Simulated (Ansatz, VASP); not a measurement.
One calculation of BaO, two programs

Contents of INCAR:

```
PREC = Accurate ; ENCUT = 520
EDIFF = 1E-8 ; ISMEAR = -1
SIGMA = 0.02 ; LREAL = F
LASPH = T ; NELM = 120
ALGO = Normal ; ISIF = 2
LWAVE = F ; LCHARG = F
GGA = PE ; LEFG = T
NBANDS = 15 ; GGA_COMPAT = F
```

File KPOINTS:

```
regular mesh
0
Gamma
  8 8 8
```

File POSCAR:

```
BaO
1.0
    0.0000000000      2.7500000000      2.7500000000
    2.7500000000      0.0000000000      2.7500000000
    2.7500000000      2.7500000000      0.0000000000
Ba O
1 1
Direct
    0.0000000000      0.0000000000      0.0000000000
    0.5000000000      0.5000000000      0.5000000000
```

Input for Ansatz:

```yaml
crystal:
  lattice:
    - [0.0, 2.75, 2.75]
    - [2.75, 0.0, 2.75]
    - [2.75, 2.75, 0.0]
  atoms:
    - { symbol: Ba, position: [0.0, 0.0, 0.0] }
    - { symbol: O, position: [0.5, 0.5, 0.5] }
kpoints:
  mp_grid: { grid: [8, 8, 8] }
  band_path:
    path:
      - [0.0, 0.0, 0.0]
      - [0.5, 0.0, 0.5]
      - [0.625, 0.25, 0.625]
      - [0.375, 0.375, 0.75]
      - [0.0, 0.0, 0.0]
      - [0.5, 0.5, 0.5]
      - [0.5, 0.25, 0.75]
      - [0.5, 0.0, 0.5]
    npoints: 14
scf:
  occupations: { method: fermi_dirac, width: 0.02 }
hamiltonian:
  xc: pbe
  pseudopotentials: { kind: paw }
output:
  forces: true
  stress: true
  eigenvalues: true
  efg: { contact_densities: true }
  populations: true
  bader: true
  dos: { projected: true, de: 0.2, e_range: [-14, 8] }
  write_density: true
  write_potential: true
  elf: true
  volumetric_format: npy
```

Alike in both runs: task electric field gradients; functional PBE; k mesh 8 × 8 × 8; occupations fermi-dirac, width 0.02 eV; no spin polarisation.

|  | VASP | Ansatz |
| --- | --- | --- |
| version | VASP 6.6.1 | Ansatz 0.2.0 |
| potentials or method | VASP PAW PBE potentials, release 64 (Ba_sv, O) | PAW with Ansatz's default frozen-core files, scalar-relativistic |
| plane-wave cutoff (eV) | 520 | 420 |
| valence electrons in the cell | 16 | 16 |

|  | VASP | Ansatz | Ansatz less VASP |
| --- | --- | --- | --- |
| gap on the k mesh at the Fermi level (eV) | 1.90 | 1.97 | +0.069 |
| pressure (GPa) | 4.9 | 3.0 | -1.86 |

The functional is the same, so the differences come from potentials, cutoffs and numerics.

Spin-orbit coupling is off throughout.
